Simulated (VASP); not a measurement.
Input of a VASP 6.6.1 run:

The input INCAR:

```
  PREC = Accurate
  ENCUT = 520
  EDIFF = 1E-6
  ISMEAR = -1
  SIGMA = 0.05
  LREAL = Auto
  LASPH = True
  NELM = 80
  ALGO = Normal
  ISIF = 2
  LWAVE = False
  LCHARG = False
  GGA = PS
  NBANDS = 60
```

The input KPOINTS:

```
Automatic mesh
0
Gamma
  4 3 1
```

Contents of POSCAR:

```
HC5
1.0
    1.7769010000     -1.7769010000      0.0000000000
    0.0000000000      0.0000000000      3.5538030000
  -18.9562120000    -18.9562120000      0.0000000000
C H
20 4
Direct
    0.0119200000      0.0073760000      0.6647060000
    0.9953420000      0.0032340000      0.4776710000
    0.0059140000      0.9982490000      0.2899300000
    0.0078300000      0.2581750000      0.6172820000
    0.0114570000      0.2502640000      0.4295010000
    0.9938090000      0.0074890000      0.5708730000
    0.9933410000      0.0022150000      0.3824720000
    0.0189450000      0.2423810000      0.7110630000
    0.9974130000      0.2533970000      0.5237420000
    0.9875570000      0.2414310000      0.3352280000
    0.5013510000      0.5006760000      0.6170540000
    0.4877480000      0.4877750000      0.4282640000
    0.5056130000      0.7579910000      0.5704020000
    0.4922450000      0.7478110000      0.3846490000
    0.5004640000      0.5061220000      0.7109230000
    0.4923020000      0.4904320000      0.5229400000
    0.4985380000      0.4963410000      0.3364650000
    0.4973110000      0.7506630000      0.6638900000
    0.5014350000      0.7522260000      0.4767270000
    0.4958570000      0.7440920000      0.2896230000
    0.9911320000      0.1870540000      0.2553230000
    0.9945250000      0.0728710000      0.7466350000
    0.4974580000      0.6937450000      0.7471120000
    0.5076020000      0.5584720000      0.2552540000
```

Potentials or basis: VASP PAW PBE potentials, release 64 (C, H).

Launch:

```console
$ cat potpaw_PBE.64/C/POTCAR potpaw_PBE.64/H/POTCAR > POTCAR
$ mpirun -np 1 vasp_std > vasp.out
```

Task: Predict the band gap on the k mesh.

Result: 2.04 eV.

Task: Predict the largest force.

Result: 3.741 eV/Å.

Forces on the atoms (eV/Å):
```
C   -0.155  1.068 -1.220
C    1.359  0.394 -0.796
C    0.304  1.823 -1.331
C   -0.671  0.260 -0.591
C   -1.662  1.705 -0.854
C    1.001 -0.497 -0.598
C   -0.656 -0.867 -1.334
C   -1.632  0.356  2.718
C   -0.354  0.309 -0.611
C   -0.058 -1.541  1.214
C    0.239 -0.436  1.004
C   -0.098 -3.014  2.213
C   -0.698  0.780 -0.871
C    1.916  1.703  0.155
C   -0.162 -1.491 -1.318
C    0.125 -1.021  2.400
C   -0.161  0.893 -0.117
C    0.241 -1.109  0.621
C   -0.461  0.623 -0.821
C    0.724 -0.339  1.118
H   -0.428 -0.677 -0.982
H    0.711  0.368  0.497
H    1.138  1.034 -1.296
H   -0.560 -0.325  0.799
```

Caveat: the k points lie up to 0.63 Å⁻¹ apart; the PAW data sets were made with another functional, which shifts forces and pressure a little.
